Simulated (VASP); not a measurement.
Input of a VASP 6.6.1 run:

Contents of POSCAR:

```
HfN
1.0
    3.0750988628      0.0000000000      0.0000000000
   -1.5375494314      2.6631137343      0.0000000000
    0.0000000000      0.0000000000      2.8833213026
Hf N
1 1
Direct
    0.0000000000      0.0000000000      0.0000000000
    0.6666666667      0.3333333333      0.5000000000
```

File INCAR.step1:

```
ALGO     = Normal         # electronic algorithm
EDIFF    = 1E-4           # SCF threshold, eV
ENCUT    = 520            # plane-wave cutoff, eV
GGA      = PE             # functional
ISMEAR   = 0              # smearing method
LASPH    = True           # aspherical terms in the spheres
LCHARG   = False          # write CHGCAR
LREAL    = False          # projectors in reciprocal space
LWAVE    = True           # write WAVECAR
NBANDS   = 14             # bands
NELM     = 100            # most SCF steps
PREC     = Accurate       # precision mode
SIGMA    = 0.05           # smearing width, eV
```

Contents of INCAR.step2:

```
ALGO     = Normal         # electronic algorithm
EDIFF    = 1E-6           # SCF threshold, eV
ENCUT    = 520            # plane-wave cutoff, eV
ISIF     = 2              # what is computed and relaxed
ISMEAR   = 0              # smearing method
ISTART   = 1            
LASPH    = True           # aspherical terms in the spheres
LCHARG   = False          # write CHGCAR
LMIXTAU  = True         
LREAL    = False          # projectors in reciprocal space
LWAVE    = False          # write WAVECAR
METAGGA  = R2SCAN         # meta-GGA
NBANDS   = 14             # bands
NELM     = 100            # most SCF steps
PREC     = Accurate       # precision mode
SIGMA    = 0.05           # smearing width, eV
```

KPOINTS

```
k-points
0
Gamma
  12 12 12
```

Potentials or basis: VASP PAW PBE potentials, release 64 (Hf_pv, N).

Launch:

```sh
$ cat potpaw_PBE.64/Hf_pv/POTCAR potpaw_PBE.64/N/POTCAR > POTCAR
$ cp INCAR.step1 INCAR
$ mpirun -np 1 vasp_std > vasp.out
$ cp INCAR.step2 INCAR
$ mpirun -np 1 vasp_std > vasp.out
```

Q: Estimate the pressure.

A: 0.2 GPa.

Q: Estimate the band gap on the k mesh.

A: Zero (an odd number of electrons rules out a gap without spin polarisation).

Stress tensor (GPa, compression positive):
```
 0.29  0.00  0.00
 0.00  0.29  0.00
 0.00  0.00 -0.08
```

Caveat: the PAW data sets were made with another functional, which shifts forces and pressure a little; spin-orbit coupling is left out, which moves the levels of the heavy elements.
